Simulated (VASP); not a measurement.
**Cd48Se49 (a cell with a defect): single point with PBEsol**

The system is Cd48Se49 (a cell with a defect).

```xyz
97
Lattice="12.9067 0.0000 0.0000 0.0000 14.9033 0.0000 0.0000 0.0000 14.0415" Properties=species:S:1:pos:R:3 pbc="T T T"
Cd    0.0136    2.4406    0.0863
Cd   12.8938    2.5408    7.0389
Cd    4.2831    2.4397    0.0834
Cd    4.3083    2.5362    7.0400
Cd    2.1474    6.2691    0.1283
Cd    2.1514    6.1561    6.9857
Cd   12.8681    9.9041   13.9432
Cd   12.9045    9.9382    6.9929
Cd    8.6024    2.5289   14.0019
Cd    8.6011    2.4767    7.0076
Cd    6.4688    6.2209   13.9428
Cd    6.5634    6.2855    7.1535
Cd    4.3384    9.9048   13.9402
Cd    4.2970    9.9395    6.9963
Cd    2.1504   13.5952    0.0028
Cd    2.1486   13.6849    7.0449
Cd   10.7349    6.2220   13.9421
Cd   10.6412    6.2910    7.1616
Cd    8.6027    9.9347   13.9149
Cd    8.5998    9.8271    7.1503
Cd    6.4182   13.7118    0.0629
Cd    6.4924   13.6223    7.0288
Cd   10.7869   13.7107    0.0618
Cd   10.7126   13.6230    7.0306
Cd    2.1486    1.2169    3.5669
Cd    2.1507    1.0158   10.5697
Cd   12.8548    4.9939    3.5554
Cd    0.2487    4.7997   10.7235
Cd    6.4649    1.2532    3.5593
Cd    6.4336    1.3809   10.5187
Cd    4.3466    4.9949    3.5508
Cd    4.0498    4.8019   10.7266
Cd    2.1489    8.7332    3.5293
Cd    2.1492    8.7047   10.4583
Cd   12.9059   12.3938    3.5237
Cd   12.8216   12.3361   10.4996
Cd   10.7372    1.2527    3.5608
Cd   10.7725    1.3814   10.5194
Cd    8.6017    4.9621    3.4503
Cd    8.6017    5.1716   10.3464
Cd    6.4325    8.7089    3.4221
Cd    6.6688    8.5821   10.2981
Cd    4.2966   12.3914    3.5237
Cd    4.3904   12.3326   10.4959
Cd   10.7713    8.7084    3.4219
Cd   10.5410    8.5910   10.2978
Cd    8.6015   12.3696    3.5146
Cd    8.6048   12.8089   10.6983
Se    0.0015    2.4803    2.7153
Se    0.1168    2.4010    9.6756
Se    4.2954    2.4805    2.7128
Se    4.1828    2.4027    9.6767
Se    2.1470    6.2203    2.7478
Se    2.1484    6.2166    9.6288
Se    0.0240    9.9504    2.5461
Se   12.8301    9.8661    9.6317
Se    8.6020    2.4577    2.5988
Se    8.6034    2.5691    9.6510
Se    6.4558    6.2123    2.5537
Se    6.1223    5.9665    9.8279
Se    4.2744    9.9488    2.5436
Se    4.3799    9.8595    9.6348
Se    2.1492   13.6508    2.6456
Se    2.1528   13.4792    9.6712
Se   10.7492    6.2116    2.5535
Se   11.0815    5.9745    9.8367
Se    8.6020    9.9312    2.5294
Se    8.6034   10.4198    9.8370
Se    6.4450   13.6669    2.6929
Se    6.4043   13.7999    9.6622
Se   10.7583   13.6675    2.6920
Se   10.8062   13.7998    9.6638
Se    2.1461    1.2685    6.1940
Se    2.1467    1.1896   13.2108
Se   12.8226    5.0170    6.1845
Se    0.0574    4.9319   13.3278
Se    6.4346    1.2186    6.1858
Se    6.4360    1.2717   13.1701
Se    4.3787    5.0101    6.1805
Se    4.2363    4.9331   13.3305
Se    2.1476    8.6801    6.1552
Se    2.1486    8.6846   13.1180
Se    0.0051   12.4432    6.1567
Se   12.8790   12.4201   13.1502
Se   10.7672    1.2191    6.1871
Se   10.7667    1.2713   13.1708
Se    8.6035    4.8912    6.0469
Se    8.6012    4.9756   13.0595
Se    6.3788    8.7404    6.0140
Se    6.4714    8.6808   13.0177
Se    4.2900   12.4432    6.1567
Se    4.3260   12.4206   13.1474
Se   10.8182    8.7424    6.0131
Se   10.7329    8.6823   13.0185
Se    8.6021   12.3335    6.1540
Se    8.6011   12.5172   13.3040
Se    8.6000    7.5081    8.5056
```

- Program: VASP 6.6.1
- Task: single point
- Functional: PBEsol
- Potentials or basis: VASP PAW PBE potentials, release 64 (Cd, Se)
- Cutoff: 400 eV
- k mesh: 1 × 1 × 1, shifted
- Occupations: fermi-dirac, width 0.05 eV
- Spin: no spin polarisation
- Dipole correction: no
- Charge: -2
- Further INCAR settings: LREAL = Auto; ALGO = Normal; EDIFF = 1e-06; NBANDS = 489; ISYM = -1; NELECT = 872.0

The largest force is 0.033 eV/Å.

Forces in eV/Å, atoms in the order of the input:
```
Cd   0.002 -0.001  0.002
Cd   0.001  0.003 -0.005
Cd  -0.004 -0.003  0.002
Cd  -0.002  0.003 -0.003
Cd  -0.002  0.010  0.002
Cd  -0.001 -0.001 -0.010
Cd   0.001  0.000  0.006
Cd   0.007  0.004  0.003
Cd  -0.001 -0.001  0.005
Cd   0.000 -0.005  0.006
Cd   0.003 -0.001  0.000
Cd  -0.024 -0.011 -0.008
Cd   0.000  0.000  0.006
Cd  -0.006  0.003  0.002
Cd   0.000 -0.001  0.004
Cd  -0.001  0.000 -0.004
Cd  -0.002  0.000  0.000
Cd   0.023 -0.009 -0.005
Cd   0.001  0.000  0.003
Cd   0.000  0.033 -0.005
Cd  -0.007  0.004  0.001
Cd   0.001 -0.003 -0.004
Cd   0.007  0.004  0.001
Cd  -0.001 -0.002 -0.004
Cd  -0.001 -0.002 -0.004
Cd  -0.002 -0.007  0.005
Cd   0.001 -0.001  0.001
Cd  -0.001 -0.008  0.005
Cd   0.003  0.003 -0.001
Cd   0.002  0.001  0.007
Cd  -0.001 -0.001  0.001
Cd  -0.010 -0.010  0.006
Cd  -0.001  0.008  0.000
Cd  -0.002  0.009  0.005
Cd   0.000  0.000  0.000
Cd  -0.007  0.000  0.006
Cd  -0.003  0.004 -0.001
Cd  -0.002  0.003  0.008
Cd  -0.001  0.002 -0.009
Cd   0.001 -0.017  0.011
Cd   0.002  0.001 -0.009
Cd  -0.014  0.011  0.014
Cd   0.000 -0.001  0.000
Cd   0.005 -0.001  0.006
Cd  -0.001  0.001 -0.012
Cd   0.013  0.007  0.010
Cd  -0.001  0.002  0.001
Cd  -0.001  0.017  0.003
Se   0.001  0.001  0.003
Se   0.001 -0.008 -0.005
Se  -0.002  0.002  0.001
Se  -0.004 -0.001 -0.004
Se   0.003  0.001  0.006
Se  -0.001  0.018 -0.003
Se   0.000 -0.005 -0.003
Se  -0.005 -0.016  0.012
Se   0.002 -0.001  0.003
Se   0.003  0.018 -0.005
Se   0.000 -0.002 -0.007
Se  -0.014 -0.006  0.003
Se   0.003 -0.005  0.000
Se   0.001 -0.016  0.010
Se   0.002  0.003 -0.004
Se   0.000 -0.010  0.001
Se   0.003  0.002 -0.008
Se   0.019 -0.013  0.001
Se   0.001 -0.003 -0.004
Se   0.001  0.005 -0.006
Se  -0.004  0.004 -0.004
Se  -0.015 -0.002 -0.007
Se   0.000  0.001 -0.004
Se   0.014 -0.006 -0.010
Se  -0.001  0.000  0.000
Se   0.000  0.005 -0.006
Se  -0.005  0.002  0.003
Se   0.000  0.004 -0.003
Se   0.000  0.003  0.005
Se  -0.004  0.000 -0.003
Se   0.011  0.002  0.003
Se  -0.001  0.001  0.000
Se   0.006 -0.008  0.002
Se  -0.006  0.000 -0.001
Se  -0.005  0.001  0.000
Se  -0.008 -0.002  0.003
Se   0.004  0.002  0.003
Se   0.006  0.003 -0.006
Se   0.000  0.010  0.007
Se   0.002  0.000 -0.011
Se   0.014 -0.004  0.005
Se  -0.005 -0.002 -0.008
Se   0.006  0.002  0.000
Se   0.001  0.001 -0.001
Se  -0.007 -0.004  0.008
Se   0.006  0.004 -0.007
Se   0.002 -0.013 -0.003
Se  -0.002 -0.008  0.001
Se  -0.002 -0.003 -0.005
```

Levels at points of the mesh, in eV from the Fermi level:
```csv
k point,band 434,band 435,band 436,band 437,band 438,band 439
"(0.25, 0.25, 0.25)",-0.59,-0.53,-0.40,0.40,1.19,1.28
```

Run time: 5.6 min on 4 MPI ranks on Intel(R) Xeon(R) 6975P-C (Granite Rapids), on a shared host, peak memory 0.68 GiB a rank.

Caveat: the cell carries a net charge on a neutralising background, which shifts energy and pressure; the cell is charged against a uniform background, so pressure and absolute levels hang on convention; the PAW data sets were made with another functional, which shifts forces and pressure a little.
